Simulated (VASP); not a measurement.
Here is a VASP 6.6.1 calculation.

File INCAR:

```
PREC     = Accurate       # precision mode
ENCUT    = 520            # plane-wave cutoff, eV
EDIFF    = 1E-6           # SCF threshold, eV
ISMEAR   = -1             # smearing method
SIGMA    = 0.05           # smearing width, eV
LREAL    = F              # projectors in reciprocal space
LASPH    = T              # aspherical terms in the spheres
NELM     = 60             # most SCF steps
ALGO     = Normal         # electronic algorithm
ISIF     = 2              # what is computed and relaxed
LWAVE    = F              # write WAVECAR
LCHARG   = F              # write CHGCAR
GGA      = PE             # functional
NBANDS   = 11             # bands
```

KPOINTS

```
Automatic mesh
0
Gamma
  11 11 11
```

The input POSCAR:

```
Si
1.0
   -2.3870772145      2.3870772145      1.3380687285
    2.3870772145     -2.3870772145      1.3380687285
    2.3870772145      2.3870772145     -1.3380687285
Si
2
Direct
    0.5000000000      0.5000000000      0.0000000000
    0.2500000000      0.7500000000      0.5000000000
```

Potentials or basis: VASP PAW PBE potentials, release 64 (Si).

Launch:

```console
$ cat potpaw_PBE.64/Si/POTCAR > POTCAR
$ mpirun -np 1 vasp_std > vasp.out
```

Estimate the band gap on the k mesh.

zero (band 4 reaches 11.48 eV, above the bottom of band 5 at 5.56 eV).

Estimate the pressure.

0.8 GPa.

Stress tensor (GPa, compression positive):
```
1.22 0.00 0.00
0.00 1.22 0.00
0.00 0.00 0.09
```
